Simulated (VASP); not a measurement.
The system is NaF.

```
CELL_PARAMETERS angstrom
3.86806 0.00000 0.00000
-1.93403 3.34984 0.00000
0.00000 0.00000 4.55138
ATOMIC_POSITIONS crystal
Na 0.33333 0.66667 0.93750
Na 0.66667 0.33333 0.43750
F 0.33333 0.66667 0.43750
F 0.66667 0.33333 0.93750
```

Base run:

```yaml
Program: VASP 6.6.1
Functional: r2SCAN
Potentials_or_basis: VASP PAW PBE potentials, release 64 (Na_pv, F)
Cutoff: 660 eV
k_mesh: 6 × 6 × 4
Occupations: gaussian, width 0.01 eV
Spin: no spin polarisation
```

Its results: band gap on the k mesh 6.35 eV; pressure -0.7 GPa.

**Question.** The run is repeated on the same cell with these changes: functional from r2SCAN to PBE; cutoff from 660 eV to 600 eV. What comes out?

**Answer.** Band gap on the k mesh 5.68 eV; pressure 2.4 GPa.

Caveats: the PAW data sets were made with another functional, which shifts forces and pressure a little (at least some runs).

